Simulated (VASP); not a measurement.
# Be3CdF2 (P6/mmm) in VASP: single point with PBE

Aim: the single point of Be3CdF2 with PBE.

All numbers are computed with VASP 6.6.1; they aren't measurements. Logs are shortened: lines on timing, memory, paths and dates and some standing lists are left out, and cuts for length are marked.

**1. The cell of the first run**

Symmetry: P6/mmm, No. 191, hexagonal system. Conventional cell: a = 4.256 Å, b = 4.256 Å, c = 4.783 Å, α = 90.00°, β = 90.00°, γ = 120.00°. Within 2.8 Å of Be (site symmetry mmm) lie 4 Be at 2.13 Å and 4 F at 2.69 Å. Cd (site symmetry 6/mmm) has 6 F at 2.46 Å and 12 Be at 3.20 Å within 3.3 Å. F (site symmetry -6m2) has 3 Cd at 2.46 Å and 3 F at 2.46 Å and 6 Be at 2.69 Å within 3.2 Å.

The cell was generated, and may not be a known phase.

**2. Single point, PBE**

The input, INCAR:

```
SYSTEM = Be3CdF2
  PREC = Accurate
  ENCUT = 600
  EDIFF = 1E-6
  ISMEAR = 0
  SIGMA = 0.1
  LREAL = .False.
  LASPH = .True.
  NELM = 120
  ALGO = Normal
  ISIF = 2
  LWAVE = .False.
  LCHARG = .True.
  GGA = PE
  LELF = .True.
  LVHAR = .True.
  NBANDS = 29
  GGA_COMPAT = .False.
```

The input, KPOINTS:

```
Automatic mesh
0
Gamma
  12 12 8
  0 0 0
```

The input, POSCAR:

```
Be3CdF2
1.0
    4.2560073118      0.0000000000      0.0000000000
   -2.1280036559      3.6858104508      0.0000000000
    0.0000000000      0.0000000000      4.7826282565
Be Cd F
3 1 2
Direct
    0.5000000000      0.0000000000      0.5000000000
    0.5000000000      0.5000000000      0.5000000000
    0.0000000000      0.5000000000      0.5000000000
    0.0000000000      0.0000000000      0.0000000000
    0.3333333333      0.6666666667      0.0000000000
    0.6666666667      0.3333333333      0.0000000000
```

Potentials or basis: VASP PAW PBE potentials, release 64 (Be, Cd_sv_GW, F).

On the command line:

```sh
cat potpaw_PBE.64/Be/POTCAR potpaw_PBE.64/Cd_sv_GW/POTCAR potpaw_PBE.64/F/POTCAR > POTCAR
mpirun -np 1 vasp_std > vasp.out
```

OUTCAR:

```text
SYSTEM = Be3CdF2
   PREC = Accurate
   ENCUT = 600
   EDIFF = 1E-6
   ISMEAR = 0
   LREAL = .False.
   LASPH = .True.
   NELM = 120
   ISIF = 2
   GGA = PE

 ion  position               nearest neighbor table
   1  0.500  0.000  0.500-   2 2.13   3 2.13   2 2.13   3 2.13
   2  0.500  0.500  0.500-   3 2.13   3 2.13   1 2.13   1 2.13
   3  0.000  0.500  0.500-   2 2.13   2 2.13   1 2.13   1 2.13
   4  0.000  0.000  0.000-
   5  0.333  0.667  0.000-
   6  0.667  0.333  0.000-

  LATTYP: Found a hexagonal cell.
 ALAT       =     4.2560073118
 C/A-ratio  =     1.1237359116

  Lattice vectors:

 A1 = (   4.2560073118,   0.0000000000,   0.0000000000)
 A2 = (  -2.1280036559,   3.6858104508,   0.0000000000)
 A3 = (   0.0000000000,   0.0000000000,   4.7826282565)

Analysis of symmetry for initial positions (statically):
=====================================================================
 Subroutine PRICEL returns:
 Original cell was already a primitive cell.

 Routine SETGRP: Setting up the symmetry group for a
 hexagonal supercell.

 Subroutine GETGRP returns: Found 24 space group operations
 (whereof 24 operations were pure point group operations)
 out of a pool of 24 trial point group operations.

The static configuration has the point symmetry D_6h.

Analysis of symmetry for dynamics (positions and initial velocities):
=====================================================================
 Subroutine PRICEL returns:
 Original cell was already a primitive cell.

 Routine SETGRP: Setting up the symmetry group for a
 hexagonal supercell.

 Subroutine GETGRP returns: Found 24 space group operations
 (whereof 24 operations were pure point group operations)
 out of a pool of 24 trial point group operations.

The dynamic configuration has the point symmetry D_6h.

 Subroutine INISYM returns: Found 24 space group operations
 (whereof 24 operations are pure point group operations),
 and found     1 'primitive' translations

----------------------------------------------------------------------------------------

                                     Primitive cell

  volume of cell :      75.0243

  direct lattice vectors                    reciprocal lattice vectors
     4.256007312  0.000000000  0.000000000     0.234962002  0.135655375  0.000000000
    -2.128003656  3.685810451  0.000000000     0.000000000  0.271310751  0.000000000
     0.000000000  0.000000000  4.782628256     0.000000000  0.000000000  0.209090054

  length of vectors
     4.256007312  4.256007312  4.782628256     0.271310751  0.271310751  0.209090054

  position of ions in fractional coordinates (direct lattice)
     0.500000000  0.000000000  0.500000000
     0.500000000  0.500000000  0.500000000
     0.000000000  0.500000000  0.500000000
     0.000000000  0.000000000  0.000000000
     0.333333333  0.666666667  0.000000000
     0.666666667  0.333333333  0.000000000

  ion indices of the primitive-cell ions
   primitive index   ion index
                 1           1
                 2           2
                 3           3
                 4           4
                 5           5
                 6           6

----------------------------------------------------------------------------------------

 KPOINTS: Automatic mesh

Automatic generation of k-mesh.
 Grid dimensions read from file:
 generate k-points for:   12   12    8

 Generating k-lattice:

  Cartesian coordinates                     Fractional coordinates (reciprocal lattice)
     0.019580167  0.011304615  0.000000000     0.083333333  0.000000000  0.000000000
     0.000000000  0.022609229  0.000000000     0.000000000  0.083333333  0.000000000
     0.000000000  0.000000000  0.026136257     0.000000000  0.000000000  0.125000000

  Length of vectors
     0.022609229  0.022609229  0.026136257

  Shift w.r.t. Gamma in fractional coordinates (k-lattice)
     0.000000000  0.000000000  0.000000000

 Subroutine IBZKPT returns following result:
 ===========================================

 Found     95 irreducible k-points:

 Following reciprocal coordinates:
            Coordinates               Weight
  0.000000  0.000000  0.000000      1.000000
  0.083333  0.000000  0.000000      6.000000
  0.166667 -0.000000  0.000000      6.000000
  0.250000  0.000000  0.000000      6.000000
  0.333333  0.000000  0.000000      6.000000
  0.416667  0.000000  0.000000      6.000000
[... 16 lines left out ...]
  0.250000  0.000000  0.125000     12.000000
  0.333333  0.000000  0.125000     12.000000
 [... further k-points ...]
   k-points           NKPTS =     95   k-points in BZ     NKDIM =     95   number of bands    NBANDS=     29
   number of dos      NEDOS =    301   number of ions     NIONS =      6
   total plane-waves  NPLWV =  51840
   dimension x,y,z NGX =    36 NGY =   36 NGZ =   40
   dimension x,y,z NGXF=    72 NGYF=   72 NGZF=   80
   ions per type =               3   1   2
   NGX,Y,Z   is equivalent  to a cutoff of  14.06, 14.06, 13.90 a.u.
   NGXF,Y,Z  is equivalent  to a cutoff of  28.12, 28.12, 27.81 a.u.
 SYSTEM =  Be3CdF2
   PREC   = accura    normal or accurate (medium, high low for compatibility)
   ISTART =      0    job   : 0-new  1-cont  2-samecut
   ICHARG =      2    charge: 1-file 2-atom 10-const
   ISPIN  =      1    spin polarized calculation?
   LNONCOLLINEAR =      F non collinear calculations
   LSORBIT =      F    spin-orbit coupling
   LASPH  =      T    aspherical Exc in radial PAW
   ENCUT  =  600.0 eV  44.10 Ry    6.64 a.u.   8.50  8.50  9.55*2*pi/ulx,y,z
   NELM   =    120;   NELMIN=  2; NELMDL= -5     # of ELM steps
   EDIFF  = 0.1E-05   stopping-criterion for ELM
   LREAL  =      F    real-space projection
   EDIFFG = 0.1E-04   stopping-criterion for IOM
   NSW    =      0    number of steps for IOM
   IBRION =     -1    ionic relax: 0-MD 1-quasi-New 2-CG
   NFREE  =      0    steps in history (QN), initial steepest desc. (CG)
   ISIF   =      2    stress and relaxation
   ISYM   =      2    0-nonsym 1-usesym 2-fastsym
   POTIM  = 0.5000    time-step for ionic-motion
   TEBEG  =    0.0;   TEEND  =   0.0 temperature during run
   PSTRESS=    0.0 pullay stress
   NELECT =      40.0000    total number of electrons
   NUPDOWN=      -1.0000    fix difference up-down
   EMIN   =  10.00;   EMAX   =-10.00  energy-range for DOS
   EFERMI =   0.00;   METHOD = LEGACY
   ISMEAR =     0;   SIGMA  =   0.10  broadening in eV -4-tet -1-fermi 0-gaus
   EFERMI_NEDOS =   21; number of points for ismear=-14 and -15
   IALGO  =     38    algorithm
   IMIX   =      4    mixing-type and parameters
     AMIX     =   0.40;   BMIX     =  1.00
     AMIX_MAG =   1.60;   BMIX_MAG =  1.00
  volume/ion in A,a.u.               =      12.50        84.38
  Fermi-wavevector in a.u.,A,eV,Ry     =   1.327479  2.508571 23.976176  1.762199
  Thomas-Fermi vector in A             =   2.456788
   LORBIT       =      0    0 simple, 1 ext, 2 COOP (PROOUT), +10 PAW based schemes
   GGA     = PE    functional components
   LHFCALC =     F    Hartree Fock is set to
   AEXX    =    0.0000 exact exchange contribution
   IVDW    =     0    specifies the selected vdW correction
   LEPSILON=     F    determine dielectric tensor
   LRPA    =     F    only Hartree local field effects (RPA)
 non-spin polarized calculation
 Gauss-broadening in eV      SIGMA  =   0.10
  energy-cutoff  :      600.00
  volume of cell :       75.02
 maximum number of plane-waves:      2539
 NGX is ok and might be reduce to    36
   NGX = 17   NGY = 17   NGZ = 19

 number of electron      40.0000005 magnetization

 Free energy of the ion-electron system (eV)
  ---------------------------------------------------
  ext. energy  EPLUGINS =         0.00000000
  ---------------------------------------------------
  free energy    TOTEN  =       -17.53940834 eV

  energy without entropy =      -17.53405594  energy(sigma->0) =      -17.53673214

 E-fermi :   3.6002     XC(G=0): -10.0731

 val. band max:        3.5462757274   @ k =   0.3333   0.0000   0.5000
 cond. band min:       3.6106003715   @ k =   0.1667   0.0833   0.3750
 fundamental gap:      0.0643246441
 Fermi energy:         3.6001760250

 k-point     1 :       0.0000    0.0000    0.0000
  band No.  band energies     occupation
      1     -98.6669      2.00000
      2     -59.8271      2.00000
      3     -59.6950      2.00000
      4     -59.6950      2.00000
      5     -19.7003      2.00000
      6     -18.6842      2.00000
[... 21 lines left out ...]
     28      11.6409      0.00000
     29      13.2531      0.00000

 k-point     2 :       0.0833    0.0000    0.0000
  band No.  band energies     occupation
      1     -98.6669      2.00000
      2     -59.8271      2.00000
      3     -59.6951      2.00000
      4     -59.6951      2.00000
      5     -19.6841      2.00000
      6     -18.7015      2.00000
[... 21 lines left out ...]
     28      11.8943      0.00000
     29      12.8460      0.00000

 k-point     3 :       0.1667   -0.0000    0.0000
  band No.  band energies     occupation
      1     -98.6669      2.00000
      2     -59.8270      2.00000
      3     -59.6951      2.00000
      4     -59.6950      2.00000
      5     -19.6371      2.00000
      6     -18.7511      2.00000
[... 21 lines left out ...]
     28      12.3226      0.00000
     29      12.6443      0.00000

 k-point     4 :       0.2500    0.0000    0.0000
  band No.  band energies     occupation
      1     -98.6669      2.00000
      2     -59.8271      2.00000
      3     -59.6951      2.00000
      4     -59.6951      2.00000
      5     -19.5647      2.00000
      6     -18.8265      2.00000
[... 597 lines left out ...]
     28      11.7616      0.00000
     29      12.8241      0.00000

 k-point    23 :       0.2500    0.0000    0.1250
  band No.  band energies     occupation
      1     -98.6669      2.00000
      2     -59.8271      2.00000
      3     -59.6951      2.00000
      4     -59.6951      2.00000
      5     -19.5643      2.00000
      6     -18.8261      2.00000
[... 21 lines left out ...]
     28      11.7366      0.00000
     29      13.0597      0.00000

 k-point    24 :       0.3333    0.0000    0.1250
  band No.  band energies     occupation
      1     -98.6669      2.00000
      2     -59.8270      2.00000
      3     -59.6951      2.00000
      4     -59.6950      2.00000
      5     -19.4757      2.00000
      6     -18.9170      2.00000
[... 21 lines left out ...]
     28      11.8609      0.00000
     29      12.9016      0.00000

 [... further k-points ...]

------------------------ aborting loop because EDIFF is reached ----------------------------------------

  FORCE on cell =-STRESS in cart. coord.  units (eV):
  Direction    XX          YY          ZZ          XY          YZ          ZX
  --------------------------------------------------------------------------------------
  -------------------------------------------------------------------------------------
  Total       -0.1613122     -0.1613122     -0.2067153      0.0000000     -0.0000000      0.0000000
  in kB       -3.4448944     -3.4448944     -4.4144980      0.0000000     -0.0000000      0.0000000
  external PRESSURE =      -3.7680956 kB  Pullay stress =       0.0000000 kB

 VOLUME and BASIS-vectors are now :
 -----------------------------------------------------------------------------
  energy-cutoff  :      600.00
  volume of cell :       75.02
      direct lattice vectors                 reciprocal lattice vectors
     4.256007312  0.000000000  0.000000000     0.234962002  0.135655375  0.000000000
    -2.128003656  3.685810451  0.000000000     0.000000000  0.271310751  0.000000000
     0.000000000  0.000000000  4.782628256     0.000000000  0.000000000  0.209090054

 POSITION                                       TOTAL-FORCE (eV/Angst)
 -----------------------------------------------------------------------------------
      2.12800      0.00000      2.39131        -0.000000      0.000000     -0.000000
      1.06400      1.84291      2.39131        -0.000000      0.000000     -0.000000
     -1.06400      1.84291      2.39131        -0.000000      0.000000     -0.000000
      0.00000      0.00000      0.00000        -0.000000      0.000000     -0.000000
     -0.00000      2.45721      0.00000        -0.000000      0.000000     -0.000000
      2.12800      1.22860      0.00000         0.000000      0.000000      0.000000
 -----------------------------------------------------------------------------------
    total drift:                               -0.000000      0.000000      0.000000

  FREE ENERGIE OF THE ION-ELECTRON SYSTEM (eV)
  ---------------------------------------------------
  free  energy   TOTEN  =       -17.5394083376 eV

  energy  without entropy=      -17.5340559390  energy(sigma->0) =      -17.53673214
```

Wall time 4.1 min (1 thread of Intel Xeon Platinum 8259CL at 2.50GHz (Skylake/Cascade Lake), shared host); peak memory 0.42 GiB.

Results:

```
Free energy            : -17.5394 eV
Pressure               : -0.4 GPa
Band gap on the k mesh : zero (bands 20 and 21 overlap by 1.71 eV)
```

Stress tensor (GPa, compression positive):
```
-0.34  0.00  0.00
 0.00 -0.34  0.00
 0.00  0.00 -0.44
```

The gap in the log of VASP goes by the Fermi energy; the results here count the filled bands.